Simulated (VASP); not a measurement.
A run of VASP 6.6.1:

INCAR

```
SYSTEM = Mo6F
PREC = Accurate
ENCUT = 520
EDIFF = 1E-6
ISMEAR = 0
SIGMA = 0.1
LREAL = .False.
LASPH = .True.
NELM = 100
ALGO = Normal
ISIF = 2
LWAVE = .False.
LCHARG = .True.
LDIPOL = .True.
IDIPOL = 3
DIPOL = 0.5 0.5 0.337
GGA = PE
LELF = .True.
LVHAR = .True.
LVACPOTAV = .True.
NBANDS = 54
```

Contents of KPOINTS:

```
regular mesh
0
Gamma
  6 6 1
  0 0 0
```

The input POSCAR:

```
Mo6F
1.0
    4.4695765307      0.0000000000      0.0000000000
   -2.2347882654      3.8707668198      0.0000000000
    0.0000000000      0.0000000000     19.7595667302
Mo F
6 1
Direct
    0.6666666667      0.3333333333      0.2024335885
    0.3333333333      0.6666666667      0.2486060831
    0.0000000000      0.0000000000      0.2947785778
    0.6666666667      0.3333333333      0.3368821123
    0.3333333333      0.6666666667      0.3779725567
    0.0000000000      0.0000000000      0.4180034331
    0.4444444444      0.1111111111      0.4786658136
```

Potentials or basis: VASP PAW PBE potentials, release 64 (Mo_sv, F).

Command:

```console
$ cat potpaw_PBE.64/Mo_sv/POTCAR potpaw_PBE.64/F/POTCAR > POTCAR
$ mpirun -np 1 vasp_std > vasp.out
```

Hardware: 1 thread of Intel(R) Xeon(R) 6975P-C (Granite Rapids), with other jobs on the host.

Problem. How long does it take, and how much memory?

Solution. Run time: 8.1 min on 1 thread of Intel(R) Xeon(R) 6975P-C (Granite Rapids), with other jobs on the host, peak memory 0.63 GiB. Counts: scf iterations 30, k points 20.
